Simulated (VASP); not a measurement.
P, 4 atoms in the cell. The cell holds a sheet with vacuum, 4 atoms: a = 3.380 Å, b = 3.380 Å, c = 20.000 Å, α = 90.00°, β = 90.00°, γ = 120.00°. 

| Quantity | Value |
| --- | --- |
| Program | VASP 6.6.1 |
| Task | single point |
| Functional | PBE |
| Dispersion | D3(BJ) |
| Potentials or basis | VASP PAW PBE potentials, release 64 (P) |
| Cutoff | 520 eV |
| k mesh | 6 × 6 × 1 |
| Occupations | gaussian, width 0.1 eV |
| Spin | no spin polarisation |
| Dipole correction | yes |
| Further INCAR settings | ALGO = Normal; EDIFF = 1e-06; NBANDS = 18 |

Potentials or basis: VASP PAW PBE potentials, release 64 (P).

Run with:

```console
$ cat potpaw_PBE.64/P/POTCAR > POTCAR
$ mpirun -np 1 vasp_std > vasp.out
```

Hardware: 1 thread of AMD EPYC 9R45 96-Core Processor (Zen 5), with other jobs on the host.

Q: How long does it take, and how much memory?

A: Wall time 21 s on 1 thread of AMD EPYC 9R45 96-Core Processor (Zen 5), on a shared host, peak memory 0.28 GiB. Counts: scf iterations 19, k points 7.
